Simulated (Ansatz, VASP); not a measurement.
## TiPd: VASP beside Ansatz

```xyz
2
Lattice="3.1800 0.0000 0.0000 0.0000 3.1800 0.0000 0.0000 0.0000 3.2436" Properties=species:S:1:pos:R:3 pbc="T T T"
Ti    1.5900    1.5900    1.6218
Pd    0.0000    0.0000    0.0000
```

Change from the starting cell: zz strain of +2 %.

Alike in both runs: task single point; functional PBEsol; k mesh 13 × 13 × 13; occupations fermi-dirac, width 0.08 eV; no spin polarisation.

|  | VASP | Ansatz |
| --- | --- | --- |
| version | VASP 6.6.1 | Ansatz 0.2.0 |
| potentials or method | VASP PAW PBE potentials, release 64 (Ti_sv, Pd), cutoff 520 eV | all-electron LAPW, scalar-relativistic |

Ansatz gave:

| Quantity | Value |
| --- | --- |
| pressure (GPa) | -9.5 |
| traceless stress, the component that is largest in VASP (GPa) | 0.27 |

Question: What did VASP give for the same quantities?

Answer: Pressure (GPa): -9.6; traceless stress, the component that is largest in VASP (GPa): 0.27.

VASP's potentials were made for PBE, not for PBEsol. Ansatz ran all-electron here, and VASP with PAW potentials.
